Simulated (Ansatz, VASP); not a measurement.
## P4C in VASP and in Ansatz

```
P C
1.0
     4.49798    0.00000    0.00000
     0.00000    4.49798    0.00000
     0.00000    0.00000    4.49798
P C
4 1
Direct
  0.50000 0.00000 0.00000
  0.00000 0.50000 0.00000
  0.00000 0.00000 0.50000
  0.50000 0.50000 0.50000
  0.00000 0.00000 0.00000
```

Change from the starting cell: species swapped into the Co4N type (Pm-3m, No. 221).

Alike in both runs: task single point; functional PBE; k mesh 4 × 4 × 4; occupations gaussian, width 0.1 eV; collinear spin.

|  | VASP | Ansatz |
| --- | --- | --- |
| version | VASP 6.6.1 | Ansatz 0.2.0 |
| potentials or method | VASP PAW PBE potentials, release 64 (P, C), cutoff 520 eV | scalar-relativistic, plane waves, PAW |
| valence electrons in the cell | 24 | 24 |

VASP gave:

| Item | Value |
| --- | --- |
| gap on the k mesh at the Fermi level (eV) | none |
| pressure (GPa) | -17.5 |
| net moment per atom (μB) | 0.18 |
| size of the moment on the site where the two differ most (μB) | 0.23 |

Question: What did Ansatz give for the same quantities?

Answer: gap on the k mesh at the Fermi level (eV): none; pressure (GPa): -17.4; net moment per atom (μB): 0.18; size of the moment on the site where the two differ most (μB): 0.31.

Site moments also hang on the region over which each program counts them. A gap of «none» marks a metal or a gap that the smearing closes.
